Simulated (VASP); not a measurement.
# Mn2ZnAs2 (P-3m1) in VASP: single point with PBE

Aim: the single point of Mn2ZnAs2 with PBE.

Program: VASP 6.6.1. These are calculated values, not measurements. Logs are shortened: lines on timing, memory, paths and dates and some standing lists are left out, and cuts for length are marked.

### Step 1. The cell of the first run

The structure is trigonal, space group P-3m1 (No. 164). Conventional cell: a = 4.099 Å, b = 4.099 Å, c = 6.572 Å, α = 90.00°, β = 90.00°, γ = 120.00°. Within 3.4 Å of Mn (site symmetry 3m) lie 4 As at 2.53 to 2.62 Å and 3 Mn at 2.92 Å and 3 Zn at 3.39 Å. Zn (site symmetry -3m) has 6 As at 2.82 Å and 6 Mn at 3.39 Å within 3.7 Å. Within 3.3 Å of As (site symmetry 3m) lie 4 Mn at 2.53 to 2.62 Å and 3 Zn at 2.82 Å.

### Step 2. Single point, PBE, collinear spin, ferromagnetic start

Contents of INCAR:

```
PREC = Accurate ; ENCUT = 520
EDIFF = 1E-7 ; ISMEAR = 0
SIGMA = 0.1 ; LREAL = False
LASPH = True ; NELM = 150
ALGO = Fast ; ISIF = 2
LWAVE = False ; LCHARG = True
ISPIN = 2 ; MAGMOM = 4 4 0 0 0
LORBIT = 11 ; LMAXMIX = 4
GGA = PE ; LELF = True
LVHAR = True ; NBANDS = 36
```

Contents of KPOINTS:

```
Automatic mesh
0
Gamma
  6 6 4
```

Contents of POSCAR:

```
Mn2ZnAs2
1.0
    4.0990008097      0.0000000000      0.0000000000
   -2.0495004048      3.5498388313      0.0000000000
    0.0000000000      0.0000000000      6.5720000000
Mn Zn As
2 1 2
Direct
    0.3333333333      0.6666666667      0.3694400000
    0.6666666667      0.3333333333      0.6305600000
    0.0000000000      0.0000000000      0.0000000000
    0.3333333333      0.6666666667      0.7679300000
    0.6666666667      0.3333333333      0.2320700000
```

Potentials or basis: VASP PAW PBE potentials, release 64 (Mn_pv, Zn, As).

Launch:

```console
cat potpaw_PBE.64/Mn_pv/POTCAR potpaw_PBE.64/Zn/POTCAR potpaw_PBE.64/As/POTCAR > POTCAR
mpirun -np 1 vasp_std > vasp.out
```

OUTCAR:

```text
PREC = Accurate
   ENCUT = 520
   EDIFF = 1E-7
   ISMEAR = 0
   LREAL = False
   LASPH = True
   NELM = 150
   ISIF = 2
   ISPIN = 2
   LORBIT = 11
   GGA = PE

 ion  position               nearest neighbor table
   1  0.333  0.667  0.369-   5 2.53   5 2.53   5 2.53   4 2.62   2 2.92   2 2.92   2 2.92
   2  0.667  0.333  0.631-   4 2.53   4 2.53   4 2.53   5 2.62   1 2.92   1 2.92   1 2.92
   3  0.000  0.000  0.000-   4 2.82   5 2.82   4 2.82   5 2.82   5 2.82   4 2.82
   4  0.333  0.667  0.768-   2 2.53   2 2.53   2 2.53   1 2.62   3 2.82   3 2.82   3 2.82
   5  0.667  0.333  0.232-   1 2.53   1 2.53   1 2.53   2 2.62   3 2.82   3 2.82   3 2.82

  LATTYP: Found a hexagonal cell.
 ALAT       =     4.0990008097
 C/A-ratio  =     1.6033175657

  Lattice vectors:

 A1 = (   4.0990008097,   0.0000000000,   0.0000000000)
 A2 = (  -2.0495004048,   3.5498388313,   0.0000000000)
 A3 = (   0.0000000000,   0.0000000000,   6.5720000000)

Analysis of symmetry for initial positions (statically):
=====================================================================
 Subroutine PRICEL returns:
 Original cell was already a primitive cell.

 Routine SETGRP: Setting up the symmetry group for a
 hexagonal supercell.

 Subroutine GETGRP returns: Found 12 space group operations
 (whereof 12 operations were pure point group operations)
 out of a pool of 24 trial point group operations.

The static configuration has the point symmetry D_3d.

Analysis of symmetry for dynamics (positions and initial velocities):
=====================================================================
 Subroutine PRICEL returns:
 Original cell was already a primitive cell.

 Routine SETGRP: Setting up the symmetry group for a
 hexagonal supercell.

 Subroutine GETGRP returns: Found 12 space group operations
 (whereof 12 operations were pure point group operations)
 out of a pool of 24 trial point group operations.

The dynamic configuration has the point symmetry D_3d.

Analysis of structural, dynamic, and magnetic symmetry:
=====================================================================
 Subroutine PRICEL returns:
 Original cell was already a primitive cell.

 Routine SETGRP: Setting up the symmetry group for a
 hexagonal supercell.

 Subroutine GETGRP returns: Found 12 space group operations
 (whereof 12 operations were pure point group operations)
 out of a pool of 24 trial point group operations.

The overall configuration has the point symmetry D_3d.

[... 132 lines left out ...]
   LEPSILON=     F    determine dielectric tensor
   LRPA    =     F    only Hartree local field effects (RPA)
 spin polarized calculation
 RMM-DIIS sequential band-by-band and
 Gauss-broadening in eV      SIGMA  =   0.10
  energy-cutoff  :      520.00
  volume of cell :       95.63
 maximum number of plane-waves:      2595
   NGX = 15   NGY = 15   NGZ = 25

 number of electron      48.0000016 magnetization       7.2935739

 Free energy of the ion-electron system (eV)
  ---------------------------------------------------
  ext. energy  EPLUGINS =         0.00000000
  ---------------------------------------------------
  free energy    TOTEN  =       -27.77933773 eV

  energy without entropy =      -27.74440141  energy(sigma->0) =      -27.76186957

 E-fermi :   4.8690     XC(G=0): -10.4839

 val. band max:        4.8627584291   @ k =   0.1667   0.0000   0.5000
 cond. band min:       4.8697994086   @ k =   0.3333  -0.0000   0.0000
 fundamental gap:      0.0070409795
 Fermi energy:         4.8689977456

 spin component 1

 k-point     1 :       0.0000    0.0000    0.0000
  band No.  band energies     occupation
      1     -45.0161      1.00000
      2     -45.0161      1.00000
      3     -44.9882      1.00000
      4     -44.9882      1.00000
      5     -44.8909      1.00000
      6     -44.8622      1.00000
[... 925 lines left out ...]
     35      11.9558      0.00000
     36      12.0324      0.00000
 Fermi energy:         4.8689977456

 spin component 2

 k-point     1 :       0.0000    0.0000    0.0000
  band No.  band energies     occupation
      1     -41.3200      1.00000
      2     -41.2865      1.00000
      3     -41.2789      1.00000
      4     -41.2789      1.00000
      5     -41.2459      1.00000
      6     -41.2459      1.00000
[... 925 lines left out ...]
     35      12.5449      0.00000
     36      12.6131      0.00000

------------------------ aborting loop because EDIFF is reached ----------------------------------------

  FORCE on cell =-STRESS in cart. coord.  units (eV):
  Direction    XX          YY          ZZ          XY          YZ          ZX
  --------------------------------------------------------------------------------------
  -------------------------------------------------------------------------------------
  Total       -1.7537153     -1.7537153     -2.6749180     -0.0000000     -0.0000000      0.0000000
  in kB      -29.3822785    -29.3822785    -44.8163893     -0.0000000     -0.0000000      0.0000000
  external PRESSURE =     -34.5269821 kB  Pullay stress =       0.0000000 kB

 VOLUME and BASIS-vectors are now :
 -----------------------------------------------------------------------------
  energy-cutoff  :      520.00
  volume of cell :       95.63
      direct lattice vectors                 reciprocal lattice vectors
     4.099000810  0.000000000  0.000000000     0.243961894  0.140851465  0.000000000
    -2.049500405  3.549838831  0.000000000     0.000000000  0.281702930  0.000000000
     0.000000000  0.000000000  6.572000000     0.000000000  0.000000000  0.152160682

 POSITION                                       TOTAL-FORCE (eV/Angst)
 -----------------------------------------------------------------------------------
     -0.00000      2.36656      2.42796         0.000000     -0.000000      0.320753
      2.04950      1.18328      4.14404        -0.000000      0.000000     -0.320753
      0.00000      0.00000      0.00000         0.000000      0.000000     -0.000000
     -0.00000      2.36656      5.04684         0.000000      0.000000     -0.535609
      2.04950      1.18328      1.52516         0.000000     -0.000000      0.535609
 -----------------------------------------------------------------------------------
    total drift:                               -0.000000      0.000000      0.000000

  FREE ENERGIE OF THE ION-ELECTRON SYSTEM (eV)
  ---------------------------------------------------
  free  energy   TOTEN  =       -27.7793377262 eV

  energy  without entropy=      -27.7444014119  energy(sigma->0) =      -27.76186957

 total charge

# of ion       s       p       d       tot
------------------------------------------
    1        0.282   6.200   5.020  11.502
    2        0.282   6.200   5.020  11.502
    3        0.550   0.284   9.761  10.595
    4        1.232   1.506   0.042   2.780
    5        1.232   1.506   0.042   2.780
--------------------------------------------------
tot          3.577  15.697  19.885  39.159

 magnetization (x)

# of ion       s       p       d       tot
------------------------------------------
    1        0.038   0.029   3.433   3.500
    2        0.038   0.029   3.433   3.500
    3        0.038   0.002   0.002   0.043
    4        0.012  -0.104   0.010  -0.081
    5        0.012  -0.104   0.010  -0.081
--------------------------------------------------
tot          0.139  -0.148   6.888   6.879
```

OSZICAR:

```text
N       E                     dE             d eps       ncg     rms          rms(c)
DAV:   1     0.436597622147E+03    0.43660E+03   -0.25316E+04  3616   0.153E+03
DAV:   2     0.336531884794E+01   -0.43323E+03   -0.41481E+03  3456   0.409E+02
DAV:   3    -0.291883777481E+02   -0.32554E+02   -0.31433E+02  3880   0.120E+02
[... 11 lines left out ...]
RMM:  15    -0.277793346290E+02   -0.58224E-05   -0.15182E-05  4108   0.198E-02    0.128E-02
RMM:  16    -0.277793363537E+02   -0.17248E-05   -0.54109E-06  4188   0.121E-02    0.755E-03
RMM:  17    -0.277793369916E+02   -0.63787E-06   -0.25038E-06  3859   0.733E-03    0.372E-03
RMM:  18    -0.277793373812E+02   -0.38965E-06   -0.79249E-07  3703   0.455E-03    0.118E-03
RMM:  19    -0.277793376566E+02   -0.27539E-06   -0.16366E-07  2888   0.246E-03    0.577E-04
RMM:  20    -0.277793377262E+02   -0.69578E-07   -0.38187E-08  2420   0.126E-03
   1 F= -.27779338E+02 E0= -.27761870E+02  d E =-.349363E-01  mag=     7.2937
```

It took 3.5 min on 1 thread of Intel Xeon Platinum 8259CL at 2.50GHz (Skylake/Cascade Lake), shared host; peak memory 0.31 GiB.

What came out:

| Quantity | Value |
| --- | --- |
| Free energy | -27.7793 eV |
| Pressure | -3.5 GPa |
| Largest force | 0.536 eV/Å |
| Net moment | 7.29 μB per cell |
| Site moments | Mn +3.50; Zn +0.04; As -0.08 μB |
| Valence electrons inside the program's atomic spheres | Mn 11.50; Zn 10.60; As 2.78 |

Forces on the atoms (eV/Å):
```
Mn   0.000  0.000  0.321
Mn   0.000  0.000 -0.321
Zn   0.000  0.000  0.000
As   0.000  0.000 -0.536
As   0.000  0.000  0.536
```

Caveat: the cell stands under tension; only a ferromagnetic start was run, and an antiferromagnetic order may lie lower in energy.
